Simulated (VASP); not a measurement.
Input of a VASP 6.6.1 run:

POSCAR

```
CdS
1.0
    0.0000000000      2.9165000000      2.9165000000
    2.9165000000      0.0000000000      2.9165000000
    2.9165000000      2.9165000000      0.0000000000
Cd S
1 1
Direct
    0.0000000000      0.0000000000      0.0000000000
    0.7500000000      0.7500000000      0.7500000000
```

The input INCAR.step1:

```
ALGO = Normal ; EDIFF = 1E-4
ENCUT = 520 ; GGA = PE
ISMEAR = -1 ; LASPH = T
LCHARG = F ; LREAL = F
LWAVE = T ; NBANDS = 16
NELM = 100 ; PREC = Accurate
SIGMA = 0.05
```

File INCAR.step2:

```
ALGO = Normal ; EDIFF = 1E-6
ENCUT = 520 ; ISIF = 2
ISMEAR = -1 ; ISTART = 1
LASPH = T ; LCHARG = F
LMIXTAU = T ; LREAL = F
LWAVE = F ; METAGGA = R2SCAN
NBANDS = 16 ; NELM = 100
PREC = Accurate ; SIGMA = 0.05
```

The input KPOINTS:

```
k-points
0
Gamma
  5 5 5
```

Potentials or basis: VASP PAW PBE potentials, release 64 (Cd, S).

Command:

```console
$ cat potpaw_PBE.64/Cd/POTCAR potpaw_PBE.64/S/POTCAR > POTCAR
$ cp INCAR.step1 INCAR
$ mpirun -np 1 vasp_std > vasp.out
$ cp INCAR.step2 INCAR
$ mpirun -np 1 vasp_std > vasp.out
```

Problem. Estimate the pressure.

Solution. 1.8 GPa.

Problem. What does it give for the band gap on the k mesh?

Solution. 1.59 eV, direct.

Caveat: the PAW data sets were made with another functional, which shifts forces and pressure a little. r2SCAN opens gaps a little over a GGA but as a rule still falls short of measured ones.
